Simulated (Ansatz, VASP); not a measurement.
**SiC in VASP and in Ansatz**

The input INCAR:

```
SYSTEM = SiC
ALGO = Normal ; EDIFF = 1E-7
ENCUT = 520 ; GGA = PE
ISIF = 2 ; ISMEAR = 0
LASPH = .True. ; LCHARG = .False.
LREAL = .False. ; LWAVE = .False.
NBANDS = 11 ; NELM = 80
PREC = Accurate ; SIGMA = 0.1
```

The input KPOINTS:

```
k-points
0
Gamma
  18 18 18
  0 0 0
```

File POSCAR:

```
SiC
1.0
    0.0000000000      2.0941419912      2.0941419912
    2.0941419912      0.0000000000      2.0941419912
    2.0941419912      2.0941419912      0.0000000000
Si C
1 1
Direct
    0.0000000000      0.0000000000      0.0000000000
    0.5000000000      0.5000000000      0.5000000000
```

Input for Ansatz:

```yaml
crystal:
  lattice:
    - [0.0, 2.0941419912, 2.0941419912]
    - [2.0941419912, 0.0, 2.0941419912]
    - [2.0941419912, 2.0941419912, 0.0]
  atoms:
    - { symbol: Si, position: [0.0, 0.0, 0.0] }
    - { symbol: C, position: [0.5, 0.5, 0.5] }
basis:
  ecutwfc: 420
kpoints:
  mp_grid: { grid: [18, 18, 18] }
hamiltonian:
  xc: pbe
scf:
  occupations: { method: gaussian, width: 0.1 }
output:
  forces: true
  stress: true
  eigenvalues: true
  write_density: true
  write_potential: true
  elf: true
  volumetric_format: npy
```

Alike in both runs: task single point; functional PBE; k mesh 18 × 18 × 18; occupations gaussian, width 0.1 eV; no spin polarisation.

|  | VASP | Ansatz |
| --- | --- | --- |
| version | VASP 6.6.1 | Ansatz 0.2.0 |
| potentials or method | VASP PAW PBE potentials, release 64 (Si, C), cutoff 520 eV | scalar-relativistic, plane waves, PAW |
| valence electrons in the cell | 8 | 8 |

Ansatz gave:

```
gap on the k mesh at the Fermi level (eV) : none
pressure (GPa)                            : -18.9
```

Which values does VASP return?

gap on the k mesh at the Fermi level (eV): none; pressure (GPa): -18.7.

A gap of «none» marks a metal or a gap that the smearing closes. With one functional, cell and mesh, what is left measures potentials, basis and numerics.
